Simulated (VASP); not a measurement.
# Si (Fd-3m) in VASP: vibrations by perturbation theory with PBEsol

Aim: the vibrations by perturbation theory of Si with PBEsol.

Program: VASP 6.6.1. These are calculated values, not measurements. Logs are shortened: lines on timing, memory, paths and dates and some standing lists are left out, and cuts for length are marked.

### Step 1. The cell of the first run

The structure is cubic, space group Fd-3m (No. 227). The conventional cell has a = 5.427 Å, b = 5.427 Å, c = 5.427 Å, α = 90.00°, β = 90.00°, γ = 90.00°. Within 3.1 Å of Si (site symmetry -43m) lie 4 Si at 2.35 Å.

### Step 2. Vibrations by perturbation theory, PBEsol

The input, INCAR:

```
SYSTEM = Si
PREC = Accurate
ENCUT = 520
EDIFF = 1E-8
ISMEAR = -1
SIGMA = 0.02
LREAL = .False.
LASPH = .True.
NELM = 80
ALGO = Normal
ISIF = 2
LWAVE = .False.
LCHARG = .True.
GGA = PS
NBANDS = 11
IBRION = 8
NSW = 1
```

The input, KPOINTS:

```
regular mesh
0
Gamma
  6 6 6
  0 0 0
```

The input, POSCAR:

```
Si
1.0
    0.0000000000      2.7135600000      2.7135600000
    2.7135600000      0.0000000000      2.7135600000
    2.7135600000      2.7135600000      0.0000000000
Si
2
Direct
    0.7500000000      0.7500000000      0.7500000000
    0.5000000000      0.5000000000      0.5000000000
```

Potentials or basis: VASP PAW PBE potentials, release 64 (Si).

Command:

```sh
$ cat potpaw_PBE.64/Si/POTCAR > POTCAR
$ mpirun -np 1 vasp_std > vasp.out
```

OUTCAR:

```text
SYSTEM = Si
   PREC = Accurate
   ENCUT = 520
   EDIFF = 1E-8
   ISMEAR = -1
   LREAL = .False.
   LASPH = .True.
   NELM = 80
   ISIF = 2
   GGA = PS
   IBRION = 8
   NSW = 1

 ion  position               nearest neighbor table
   1  0.750  0.750  0.750-   2 2.35   2 2.35   2 2.35   2 2.35
   2  0.500  0.500  0.500-   1 2.35   1 2.35   1 2.35   1 2.35

  LATTYP: Found a face centered cubic cell.
 ALAT       =     5.4271200000

  Lattice vectors:

 A1 = (   0.0000000000,   2.7135600000,   2.7135600000)
 A2 = (   2.7135600000,   0.0000000000,   2.7135600000)
 A3 = (   2.7135600000,   2.7135600000,   0.0000000000)

Analysis of symmetry for initial positions (statically):
=====================================================================
 Subroutine PRICEL returns:
 Original cell was already a primitive cell.

 Routine SETGRP: Setting up the symmetry group for a
 face centered cubic supercell.

 Subroutine GETGRP returns: Found 48 space group operations
 (whereof 24 operations were pure point group operations)
 out of a pool of 48 trial point group operations.

The static configuration has the point symmetry T_d .
 The point group associated with its full space group is O_h .

Analysis of symmetry for dynamics (positions and initial velocities):
=====================================================================
 Subroutine PRICEL returns:
 Original cell was already a primitive cell.

 Routine SETGRP: Setting up the symmetry group for a
 face centered cubic supercell.

 Subroutine GETGRP returns: Found 48 space group operations
 (whereof 24 operations were pure point group operations)
 out of a pool of 48 trial point group operations.

The dynamic configuration has the point symmetry T_d .
 The point group associated with its full space group is O_h .

 Subroutine INISYM returns: Found 48 space group operations
 (whereof 24 operations are pure point group operations),
 and found     1 'primitive' translations

----------------------------------------------------------------------------------------

                                     Primitive cell

  volume of cell :      39.9621

  direct lattice vectors                    reciprocal lattice vectors
     0.000000000  2.713560000  2.713560000    -0.184259792  0.184259792  0.184259792
     2.713560000  0.000000000  2.713560000     0.184259792 -0.184259792  0.184259792
     2.713560000  2.713560000  0.000000000     0.184259792  0.184259792 -0.184259792

  length of vectors
     3.837553354  3.837553354  3.837553354     0.319147321  0.319147321  0.319147321

  position of ions in fractional coordinates (direct lattice)
     0.750000000  0.750000000  0.750000000
     0.500000000  0.500000000  0.500000000

  ion indices of the primitive-cell ions
   primitive index   ion index
                 1           1
                 2           2

----------------------------------------------------------------------------------------

 KPOINTS: regular mesh

Automatic generation of k-mesh.
 Grid dimensions read from file:
 generate k-points for:    6    6    6

 Generating k-lattice:

  Cartesian coordinates                     Fractional coordinates (reciprocal lattice)
    -0.030709965  0.030709965  0.030709965     0.166666667  0.000000000  0.000000000
     0.030709965 -0.030709965  0.030709965     0.000000000  0.166666667  0.000000000
     0.030709965  0.030709965 -0.030709965     0.000000000  0.000000000  0.166666667

  Length of vectors
     0.053191220  0.053191220  0.053191220

  Shift w.r.t. Gamma in fractional coordinates (k-lattice)
     0.000000000  0.000000000  0.000000000

 Subroutine IBZKPT returns following result:
[... 67 lines left out ...]
   AEXX    =    0.0000 exact exchange contribution
   IVDW    =     0    specifies the selected vdW correction
   LEPSILON=     F    determine dielectric tensor
   LRPA    =     F    only Hartree local field effects (RPA)
 non-spin polarized calculation
  energy-cutoff  :      520.00
  volume of cell :       39.96
 maximum number of plane-waves:      1090
 NGX is ok and might be reduce to    30
   NGX = 15   NGY = 15   NGZ = 15

--------------------------------------- Ionic step        1  -------------------------------------------

 number of electron       8.0000000 magnetization

 Free energy of the ion-electron system (eV)
  ---------------------------------------------------
  ext. energy  EPLUGINS =         0.00000000
  ---------------------------------------------------
  free energy    TOTEN  =       -11.46724092 eV

  energy without entropy =      -11.46724090  energy(sigma->0) =      -11.46724091

 E-fermi :   6.1003     XC(G=0):  -9.5572

 val. band max:        5.8188889132   @ k =   0.0000   0.0000   0.0000
 cond. band min:       6.3993178085   @ k =   0.5000   0.5000   0.0000
 fundamental gap:      0.5804288953
 Fermi energy:         6.1003130684

 k-point     1 :       0.0000    0.0000    0.0000
  band No.  band energies     occupation
      1      -6.1873      2.00000
      2       5.8189      2.00000
      3       5.8189      2.00000
      4       5.8189      2.00000
      5       8.3330      0.00000
      6       8.3330      0.00000
      7       8.3330      0.00000
      8       9.1657      0.00000
      9      13.5038      0.00000
     10      13.5038      0.00000
     11      13.5339      0.00000
[... 197 lines left out ...]
 k-point    16 :      -0.3333    0.5000    0.1667
  band No.  band energies     occupation
      1      -1.8933      2.00000
      2      -1.8933      2.00000
      3       2.1132      2.00000
      4       2.1132      2.00000
      5       8.4709      0.00000
      6       8.4709      0.00000
      7      12.5240      0.00000
      8      12.5240      0.00000
      9      16.3588      0.00000
     10      16.3588      0.00000
     11      18.7353      0.00000

------------------------ aborting loop because EDIFF is reached ----------------------------------------

  FORCE on cell =-STRESS in cart. coord.  units (eV):
  Direction    XX          YY          ZZ          XY          YZ          ZX
  --------------------------------------------------------------------------------------
  -------------------------------------------------------------------------------------
  Total        0.1314518      0.1314518      0.1314518      0.0000000      0.0000000      0.0000000
  in kB        5.2702213      5.2702213      5.2702213      0.0000000      0.0000000      0.0000000
  external PRESSURE =       5.2702213 kB  Pullay stress =       0.0000000 kB

 VOLUME and BASIS-vectors are now :
 -----------------------------------------------------------------------------
  energy-cutoff  :      520.00
  volume of cell :       39.96
      direct lattice vectors                 reciprocal lattice vectors
     0.000000000  2.713560000  2.713560000    -0.184259792  0.184259792  0.184259792
     2.713560000  0.000000000  2.713560000     0.184259792 -0.184259792  0.184259792
     2.713560000  2.713560000  0.000000000     0.184259792  0.184259792 -0.184259792

 POSITION                                       TOTAL-FORCE (eV/Angst)
 -----------------------------------------------------------------------------------
      4.07034      4.07034      4.07034         0.000000      0.000000      0.000000
      2.71356      2.71356      2.71356        -0.000000     -0.000000     -0.000000
 -----------------------------------------------------------------------------------
    total drift:                                0.000000     -0.000000     -0.000000

  FREE ENERGIE OF THE ION-ELECTRON SYSTEM (eV)
  ---------------------------------------------------
  free  energy   TOTEN  =       -11.4672409183 eV

  energy  without entropy=      -11.4672409048  energy(sigma->0) =      -11.46724091

[... ionic steps 2 to 3 ...]

--------------------------------------- Ionic step        4  -------------------------------------------

 Free energy of the ion-electron system (eV)
  ---------------------------------------------------
  ---------------------------------------------------
  free energy    TOTEN  =        -0.01730976 eV

  energy without entropy =       -0.01730976

------------------------ aborting loop because EDIFF is reached ----------------------------------------

 INTERNAL STRAIN TENSOR  FOR ION    1  DIRECTION 1   (eV/Angst):
 -----------------------------------------------------------------------------
     0.00637  0.00000  0.00000
     0.00000 -0.00183 -9.61387
     0.00000 -9.61387 -0.00183

 INTERNAL STRAIN TENSOR FOR ION    2 for displacements in x,y,z  (eV/Angst):
          X           Y           Z          XY          YZ          ZX
  --------------------------------------------------------------------------------
  x     0.00000     0.00000     0.00000     0.00000     9.61387     0.00000
  y     0.00000     0.00000     0.00000     0.00000     0.00000     9.61387
  z     0.00000     0.00000     0.00000     9.61387     0.00000     0.00000

 SECOND DERIVATIVES (NOT SYMMETRIZED)
 ------------------------------------
               1X          1Y          1Z          2X          2Y          2Z
  1X   -13.572918    0.000000    0.000000   13.572918    0.000000    0.000000
  1Y     0.000000  -13.572918    0.000000    0.000000   13.572918    0.000000
  1Z     0.000000    0.000000  -13.572918    0.000000    0.000000   13.572918
  2X    13.572918    0.000000    0.000000  -13.572918    0.000000    0.000000
  2Y     0.000000   13.572918    0.000000    0.000000  -13.572918    0.000000
  2Z     0.000000    0.000000   13.572918    0.000000    0.000000  -13.572918

 Eigenvectors and eigenvalues of the dynamical matrix
 ----------------------------------------------------

   1 f  =   15.369690 THz    96.570612 2PiTHz  512.677682 cm-1    63.563903 meV
             X         Y         Z           dx          dy          dz
      4.070340  4.070340  4.070340     0.000000   -0.707107    0.000000
      2.713560  2.713560  2.713560     0.000000    0.707107    0.000000
[... 21 lines left out ...]
   6 f  =    0.000000 THz     0.000000 2PiTHz    0.000000 cm-1     0.000000 meV
             X         Y         Z           dx          dy          dz
      4.070340  4.070340  4.070340     0.000000    0.000000    0.707107
      2.713560  2.713560  2.713560     0.000000    0.000000    0.707107

--------------------------------------------------------------------------------------------------------

 ELASTIC MODULI CONTR FROM IONIC RELAXATION (kBar)
 Direction    XX          YY          ZZ          XY          YZ          ZX
 --------------------------------------------------------------------------------
 XX           0.0000      0.0000      0.0000      0.0000      0.0000      0.0000
 YY           0.0000      0.0000      0.0000      0.0000      0.0000      0.0000
 ZZ           0.0000      0.0000      0.0000      0.0000      0.0000      0.0000
 XY           0.0000      0.0000      0.0000   -273.0144      0.0000      0.0000
 YZ           0.0000      0.0000      0.0000      0.0000   -273.0144      0.0000
 ZX           0.0000      0.0000      0.0000      0.0000      0.0000   -273.0144
 --------------------------------------------------------------------------------
```

Run time: 26 s. Hardware: 1 thread of Intel Xeon Platinum 8488C (Sapphire Rapids), shared host; peak memory 0.19 GiB.

What came out:

- Highest phonon frequency at Γ: 513 cm⁻¹

Phonon frequencies in cm⁻¹ (negative: imaginary):
| q point | frequencies |
| --- | --- |
| (0.000, 0.000, 0.000) | 0 0 0 513 513 513 |

Caveat: the PAW data sets were made with another functional, which shifts forces and pressure a little.
